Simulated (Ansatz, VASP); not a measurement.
**MgO in VASP and in Ansatz**

INCAR

```
PREC = Accurate ; ENCUT = 600
EDIFF = 1E-6 ; ISMEAR = -1
SIGMA = 0.05 ; LREAL = F
LASPH = T ; NELM = 120
ALGO = Normal ; ISIF = 2
LWAVE = F ; LCHARG = F
GGA = CA ; NBANDS = 11
GGA_COMPAT = F
```

Contents of KPOINTS:

```
regular mesh
0
Gamma
  15 15 15
```

POSCAR

```
MgO
1.0
    0.0000000000      2.0371690486      2.0371690486
    2.0371690486      0.0000000000      2.0371690486
    2.0371690486      2.0371690486      0.0000000000
Mg O
1 1
Direct
    0.0000000000      0.0000000000      0.0000000000
    0.5000000000      0.5000000000      0.5000000000
```

Input for Ansatz:

```yaml
crystal:
  lattice:
    - [0.0, 2.0371690486, 2.0371690486]
    - [2.0371690486, 0.0, 2.0371690486]
    - [2.0371690486, 2.0371690486, 0.0]
  atoms:
    - { symbol: Mg, position: [0.0, 0.0, 0.0] }
    - { symbol: O, position: [0.5, 0.5, 0.5] }
kpoints:
  mp_grid: { grid: [15, 15, 15] }
  band_path:
    path:
      - [0.0, 0.0, 0.0]
      - [0.5, 0.0, 0.5]
      - [0.625, 0.25, 0.625]
      - [0.375, 0.375, 0.75]
      - [0.0, 0.0, 0.0]
      - [0.5, 0.5, 0.5]
      - [0.5, 0.25, 0.75]
      - [0.5, 0.0, 0.5]
    npoints: 8
scf:
  occupations: { method: fermi_dirac, width: 0.05 }
hamiltonian:
  xc: lda
  pseudopotentials: { kind: paw }
output:
  forces: true
  stress: true
  eigenvalues: true
  populations: true
  dos: { projected: true, de: 0.2, e_range: [-14, 8] }
```

Change from the starting cell: volume scaled by 0.94, PAW files.

Alike in both runs: task single point; functional LDA; k mesh 15 × 15 × 15; occupations fermi-dirac, width 0.05 eV; no spin polarisation.

|  | VASP | Ansatz |
| --- | --- | --- |
| version | VASP 6.6.1 | Ansatz 0.2.0 |
| potentials or method | VASP PAW LDA potentials, release 64 (Mg, O) | PAW with Ansatz's default frozen-core files, scalar-relativistic |
| plane-wave cutoff (eV) | 600 | 420 |
| valence electrons in the cell | 8 | 16 |

```tsv
	VASP	Ansatz	Ansatz less VASP
gap on the k mesh at the Fermi level (eV)	5.69	5.69	-0.004
pressure (GPa)	10.1	12.1	+1.99
```

LDA's correlation is that of Perdew and Zunger in VASP and of Perdew and Wang (1992) in Ansatz. VASP's potentials hold 8 valence electrons a cell and Ansatz's 16, so a difference there can come from the potentials and not from the codes.
